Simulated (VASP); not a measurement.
Wanted: the native input for a VASP 6.6.1 run.

```
Task                   : single point
Functional             : PBEsol
Potentials or basis    : VASP PAW PBE potentials, release 64 (Au)
Cutoff                 : 500 eV
k mesh                 : 8 × 8 × 8
Occupations            : fermi-dirac, width 0.1 eV
Spin                   : no spin polarisation
Dipole correction      : no
Further INCAR settings : ALGO = Normal; EDIFF = 1e-06; NBANDS = 12
```

The structure of Au lies in POSCAR:

```
Au
1.0
    2.6961447368      0.0000000000      0.0000000000
    0.0000000000      2.6961447368      0.0000000000
    0.0000000000      0.0000000000      2.6961447368
Au
1
Direct
    0.0000000000      0.0000000000      0.0000000000
```

One way to write it, as run:

INCAR

```
SYSTEM = Au
PREC = Accurate ; ENCUT = 500
EDIFF = 1E-6 ; ISMEAR = -1
SIGMA = 0.1 ; LREAL = .False.
LASPH = .True. ; NELM = 120
ALGO = Normal ; ISIF = 2
LWAVE = .False. ; LCHARG = .False.
GGA = PS ; NBANDS = 12
GGA_COMPAT = .False.
```

KPOINTS

```
regular mesh
0
Gamma
  8 8 8
  0 0 0
```

Potentials or basis: VASP PAW PBE potentials, release 64 (Au).

Command:

```sh
$ cat potpaw_PBE.64/Au/POTCAR > POTCAR
$ mpirun -np 1 vasp_std > vasp.out
```

Results of the run:

| Item | Value |
| --- | --- |
| Pressure | -0.2 GPa |

Caveat: the PAW data sets were made with another functional, which shifts forces and pressure a little.

Run time: 4.5 s on 1 thread of Intel(R) Xeon(R) 6975P-C (Granite Rapids), with other jobs on the host, peak memory 0.12 GiB.
